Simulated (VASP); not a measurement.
# ZrC (Fm-3m) in VASP: a series of runs, part 3 of 3

VASP 6.6.1.

### 5 Single point, PBE (volume scaled by 0.97)

INCAR reads:

```
ALGO = Normal
EDIFF = 1E-7
ENCUT = 520
GGA = PE
ISIF = 2
ISMEAR = 0
LASPH = T
LCHARG = F
LREAL = F
LWAVE = F
NBANDS = 15
NELM = 80
PREC = Accurate
SIGMA = 0.1
```

KPOINTS reads:

```
k-points
0
Gamma
  16 16 16
```

POSCAR reads:

```
ZrC
1.0
    0.0000000000      2.3306141875      2.3306141875
    2.3306141875      0.0000000000      2.3306141875
    2.3306141875      2.3306141875      0.0000000000
Zr C
1 1
Direct
    0.5000000000      0.5000000000      0.5000000000
    0.0000000000      0.0000000000      0.0000000000
```

Potentials or basis: VASP PAW PBE potentials, release 64 (Zr_sv, C).

Command:

```console
$ cat potpaw_PBE.64/Zr_sv/POTCAR potpaw_PBE.64/C/POTCAR > POTCAR
$ mpirun -np 1 vasp_std > vasp.out
```

OUTCAR:

```text
EDIFF = 1E-7
   ENCUT = 520
   GGA = PE
   ISIF = 2
   ISMEAR = 0
   LASPH = T
   LREAL = F
   NELM = 80
   PREC = Accurate

 ion  position               nearest neighbor table
   1  0.500  0.500  0.500-   2 2.33   2 2.33   2 2.33   2 2.33   2 2.33   2 2.33
   2  0.000  0.000  0.000-   1 2.33   1 2.33   1 2.33   1 2.33   1 2.33   1 2.33

  LATTYP: Found a face centered cubic cell.
 ALAT       =     4.6612283750

  Lattice vectors:

 A1 = (   0.0000000000,   2.3306141875,   2.3306141875)
 A2 = (   2.3306141875,   0.0000000000,   2.3306141875)
 A3 = (   2.3306141875,   2.3306141875,   0.0000000000)

Analysis of symmetry for initial positions (statically):
=====================================================================
 Subroutine PRICEL returns:
 Original cell was already a primitive cell.

 Routine SETGRP: Setting up the symmetry group for a
 face centered cubic supercell.

 Subroutine GETGRP returns: Found 48 space group operations
 (whereof 48 operations were pure point group operations)
 out of a pool of 48 trial point group operations.

The static configuration has the point symmetry O_h .

Analysis of symmetry for dynamics (positions and initial velocities):
=====================================================================
 Subroutine PRICEL returns:
 Original cell was already a primitive cell.

 Routine SETGRP: Setting up the symmetry group for a
 face centered cubic supercell.

 Subroutine GETGRP returns: Found 48 space group operations
 (whereof 48 operations were pure point group operations)
 out of a pool of 48 trial point group operations.

The dynamic configuration has the point symmetry O_h .

 Subroutine INISYM returns: Found 48 space group operations
 (whereof 48 operations are pure point group operations),
 and found     1 'primitive' translations

----------------------------------------------------------------------------------------

                                     Primitive cell

  volume of cell :      25.3187

  direct lattice vectors                    reciprocal lattice vectors
     0.000000000  2.330614188  2.330614188    -0.214535723  0.214535723  0.214535723
     2.330614188  0.000000000  2.330614188     0.214535723 -0.214535723  0.214535723
     2.330614188  2.330614188  0.000000000     0.214535723  0.214535723 -0.214535723

  length of vectors
     3.295986193  3.295986193  3.295986193     0.371586772  0.371586772  0.371586772

  position of ions in fractional coordinates (direct lattice)
     0.500000000  0.500000000  0.500000000
     0.000000000  0.000000000  0.000000000

  ion indices of the primitive-cell ions
   primitive index   ion index
                 1           1
                 2           2

----------------------------------------------------------------------------------------

 KPOINTS: k-points

Automatic generation of k-mesh.
 Grid dimensions read from file:
 generate k-points for:   16   16   16

 Generating k-lattice:

  Cartesian coordinates                     Fractional coordinates (reciprocal lattice)
    -0.013408483  0.013408483  0.013408483     0.062500000  0.000000000  0.000000000
     0.013408483 -0.013408483  0.013408483     0.000000000  0.062500000  0.000000000
     0.013408483  0.013408483 -0.013408483     0.000000000  0.000000000  0.062500000

  Length of vectors
     0.023224173  0.023224173  0.023224173

  Shift w.r.t. Gamma in fractional coordinates (k-lattice)
     0.000000000  0.000000000  0.000000000

 Subroutine IBZKPT returns following result:
 ===========================================

 Found    145 irreducible k-points:

 Following reciprocal coordinates:
            Coordinates               Weight
  0.000000  0.000000  0.000000      1.000000
  0.062500  0.000000  0.000000      8.000000
  0.125000  0.000000  0.000000      8.000000
  0.187500  0.000000  0.000000      8.000000
  0.250000  0.000000  0.000000      8.000000
  0.312500  0.000000  0.000000      8.000000
[... 16 lines left out ...]
 -0.125000  0.062500  0.000000     24.000000
 -0.062500  0.062500  0.000000     12.000000
 [... further k-points ...]
   k-points           NKPTS =    145   k-points in BZ     NKDIM =    145   number of bands    NBANDS=     15
   number of dos      NEDOS =    301   number of ions     NIONS =      2
   total plane-waves  NPLWV =  21952
   dimension x,y,z NGX =    28 NGY =   28 NGZ =   28
   dimension x,y,z NGXF=    56 NGYF=   56 NGZF=   56
   ions per type =               1   1
   NGX,Y,Z   is equivalent  to a cutoff of  14.12, 14.12, 14.12 a.u.
   NGXF,Y,Z  is equivalent  to a cutoff of  28.25, 28.25, 28.25 a.u.
 SYSTEM =  unknown system
   PREC   = accura    normal or accurate (medium, high low for compatibility)
   ISTART =      0    job   : 0-new  1-cont  2-samecut
   ICHARG =      2    charge: 1-file 2-atom 10-const
   ISPIN  =      1    spin polarized calculation?
   LNONCOLLINEAR =      F non collinear calculations
   LSORBIT =      F    spin-orbit coupling
   LASPH  =      T    aspherical Exc in radial PAW
   ENCUT  =  520.0 eV  38.22 Ry    6.18 a.u.   6.13  6.13  6.13*2*pi/ulx,y,z
   NELM   =     80;   NELMIN=  2; NELMDL= -5     # of ELM steps
   EDIFF  = 0.1E-06   stopping-criterion for ELM
   LREAL  =      F    real-space projection
   EDIFFG = 0.1E-05   stopping-criterion for IOM
   NSW    =      0    number of steps for IOM
   IBRION =     -1    ionic relax: 0-MD 1-quasi-New 2-CG
   NFREE  =      0    steps in history (QN), initial steepest desc. (CG)
   ISIF   =      2    stress and relaxation
   ISYM   =      2    0-nonsym 1-usesym 2-fastsym
   POTIM  = 0.5000    time-step for ionic-motion
   TEBEG  =    0.0;   TEEND  =   0.0 temperature during run
   PSTRESS=    0.0 pullay stress
   NELECT =      16.0000    total number of electrons
   NUPDOWN=      -1.0000    fix difference up-down
   EMIN   =  10.00;   EMAX   =-10.00  energy-range for DOS
   EFERMI =   0.00;   METHOD = LEGACY
   ISMEAR =     0;   SIGMA  =   0.10  broadening in eV -4-tet -1-fermi 0-gaus
   EFERMI_NEDOS =   21; number of points for ismear=-14 and -15
   IALGO  =     38    algorithm
   IMIX   =      4    mixing-type and parameters
     AMIX     =   0.40;   BMIX     =  1.00
     AMIX_MAG =   1.60;   BMIX_MAG =  1.00
  volume/ion in A,a.u.               =      12.66        85.43
  Fermi-wavevector in a.u.,A,eV,Ry     =   1.404865  2.654809 26.853061  1.973644
  Thomas-Fermi vector in A             =   2.527383
   LORBIT       =      0    0 simple, 1 ext, 2 COOP (PROOUT), +10 PAW based schemes
   GGA     = PE    functional components
   LHFCALC =     F    Hartree Fock is set to
   AEXX    =    0.0000 exact exchange contribution
   IVDW    =     0    specifies the selected vdW correction
   LEPSILON=     F    determine dielectric tensor
   LRPA    =     F    only Hartree local field effects (RPA)
 non-spin polarized calculation
 Gauss-broadening in eV      SIGMA  =   0.10
  energy-cutoff  :      520.00
  volume of cell :       25.32
 maximum number of plane-waves:       701
 NGX is ok and might be reduce to    28
   NGX = 13   NGY = 13   NGZ = 13

 number of electron      16.0000000 magnetization

 Free energy of the ion-electron system (eV)
  ---------------------------------------------------
  ext. energy  EPLUGINS =         0.00000000
  ---------------------------------------------------
  free energy    TOTEN  =       -19.44344855 eV

  energy without entropy =      -19.44168550  energy(sigma->0) =      -19.44256703

 E-fermi :   9.8932     XC(G=0): -12.2580

 val. band max:        9.8744930916   @ k =   0.3125   0.2500   0.0000
 cond. band min:       9.9240627217   @ k =   0.4375   0.4375   0.0000
 fundamental gap:      0.0495696301
 Fermi energy:         9.8932237566

 k-point     1 :       0.0000    0.0000    0.0000
  band No.  band energies     occupation
      1     -38.1031      2.00000
      2     -15.7961      2.00000
      3     -15.7961      2.00000
      4     -15.7961      2.00000
      5      -1.4899      2.00000
      6      10.8452      0.00000
      7      10.8452      0.00000
      8      10.8452      0.00000
      9      11.0076      0.00000
     10      11.0076      0.00000
     11      11.0076      0.00000
     12      12.7906      0.00000
     13      12.7906      0.00000
     14      17.5032      0.00000
     15      20.4166      0.00000
[... 397 lines left out ...]
 k-point    24 :      -0.0625    0.0625    0.0000
  band No.  band energies     occupation
      1     -38.0918      2.00000
      2     -15.8880      2.00000
      3     -15.8203      2.00000
      4     -15.7977      2.00000
      5      -1.2465      2.00000
      6       9.4974      2.00000
      7       9.7053      1.99212
      8       9.8556      1.40552
      9      11.1548      0.00000
     10      11.7965      0.00000
     11      11.8719      0.00000
     12      13.4328      0.00000
     13      14.3065      0.00000
     14      18.0055      0.00000
     15      21.0737      0.00000

 [... further k-points ...]
[... 5 lines left out ...]
  --------------------------------------------------------------------------------------
  -------------------------------------------------------------------------------------
  Total        1.1749074      1.1749074      1.1749074      0.0000000     -0.0000000      0.0000000
  in kB       74.3486494     74.3486494     74.3486494      0.0000000     -0.0000000      0.0000000
  external PRESSURE =      74.3486494 kB  Pullay stress =       0.0000000 kB

 VOLUME and BASIS-vectors are now :
 -----------------------------------------------------------------------------
  energy-cutoff  :      520.00
  volume of cell :       25.32
      direct lattice vectors                 reciprocal lattice vectors
     0.000000000  2.330614188  2.330614188    -0.214535723  0.214535723  0.214535723
     2.330614188  0.000000000  2.330614188     0.214535723 -0.214535723  0.214535723
     2.330614188  2.330614188  0.000000000     0.214535723  0.214535723 -0.214535723

 POSITION                                       TOTAL-FORCE (eV/Angst)
 -----------------------------------------------------------------------------------
      2.33061      2.33061      2.33061         0.000000      0.000000      0.000000
      0.00000      0.00000      0.00000        -0.000000     -0.000000     -0.000000
 -----------------------------------------------------------------------------------
    total drift:                                0.000000      0.000000      0.000000

  FREE ENERGIE OF THE ION-ELECTRON SYSTEM (eV)
  ---------------------------------------------------
  free  energy   TOTEN  =       -19.4434485526 eV

  energy  without entropy=      -19.4416855001  energy(sigma->0) =      -19.44256703
```

stdout:

```text
POSCAR found type information on POSCAR ZrC
 POSCAR found :  2 types and       2 ions
 scaLAPACK will be used
 LDA part: xc-table for (Slater+PW92), standard interpolation
 POSCAR, INCAR and KPOINTS ok, starting setup
 FFT: planning ... GRIDC
 FFT: planning ... GRID_SOFT
 FFT: planning ... GRID
 WAVECAR not read
 entering main loop
```

Run time: 37 s. Hardware: 1 thread of AMD EPYC 9R45 (Zen 5), shared host; peak memory 0.17 GiB.

What came out:

```yaml
Free_energy: -19.4434 eV
Pressure: 7.4 GPa
Band_gap_on_the_k_mesh: zero (band 8 reaches 10.85 eV, above the bottom of band 9 at 9.53 eV)
```

Levels at points of the mesh, in eV from the Fermi level:
```
           k point  band 4  band 5  band 6  band 7  band 8  band 9  band 10  band 11  band 12  band 13
(0.00, 0.00, 0.00)  -25.69  -11.38    0.95    0.95    0.95    1.11     1.11     1.11     2.90     2.90
(0.50, 0.00, 0.00)  -25.77   -8.19   -5.38   -3.01   -3.01    4.65     4.65     5.50     6.65    10.45
(0.50, 0.50, 0.00)  -26.00  -10.24   -2.01   -1.83    0.10    0.10     4.60     5.86     5.86     8.32
```

### 6 Summary

| cell | gap on the mesh (eV) | pressure (GPa) |
| --- | --- | --- |
| a = 3.191 Å, angles 60.0°, 2 atoms | none | 37.0 |
| a = 3.227 Å, angles 60.0°, 2 atoms | none | 25.6 |
| a = 3.262 Å, angles 60.0°, 2 atoms | none | 15.8 |
| a = 3.296 Å, angles 60.0°, 2 atoms | none | 7.4 |

Alike in all rows: task single point; level PBE; potentials or basis VASP PAW PBE potentials, release 64 (Zr_sv, C); no spin polarisation; k mesh 16 × 16 × 16; cutoff (eV) 520; smearing gaussian 0.1 eV.

Absolute energies hang on the potentials; compare differences alone.
